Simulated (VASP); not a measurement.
A run of VASP 6.6.1 is set up as follows.

INCAR

```
SYSTEM = Nb
ALGO     = Normal         ! electronic algorithm
EDIFF    = 1E-6           ! SCF threshold, eV
ENCUT    = 500            ! plane-wave cutoff, eV
GGA      = PE             ! functional
GGA_COMPAT= .FALSE.      
ISIF     = 2              ! what is computed and relaxed
ISMEAR   = -1             ! smearing method
IVDW     = 12             ! dispersion correction
LASPH    = .TRUE.         ! aspherical terms in the spheres
LCHARG   = .FALSE.        ! write CHGCAR
LREAL    = .FALSE.        ! projectors in reciprocal space
LWAVE    = .FALSE.        ! write WAVECAR
NBANDS   = 12             ! bands
NELM     = 120            ! most SCF steps
PREC     = Accurate       ! precision mode
SIGMA    = 0.05           ! smearing width, eV
```

The input KPOINTS:

```
k-points
0
G
  11 11 11
  0 0 0
```

The input POSCAR:

```
Nb
1.0
   -1.6355205702      1.6355205702      1.6355205702
    1.6355205702     -1.6355205702      1.6355205702
    1.6355205702      1.6355205702     -1.6355205702
Nb
1
Direct
    0.0000000000      0.0000000000      0.0000000000
```

Potentials or basis: VASP PAW PBE potentials, release 64 (Nb_sv).

Run with:

```console
$ cat potpaw_PBE.64/Nb_sv/POTCAR > POTCAR
$ mpirun -np 1 vasp_std > vasp.out
```

Q: Predict the pressure.

A: -0.4 GPa.

Q: What does it give for the dispersion energy per atom?

A: -0.758 eV.

Caveat: pairwise dispersion overbinds metals, which lowers pressure and volume.
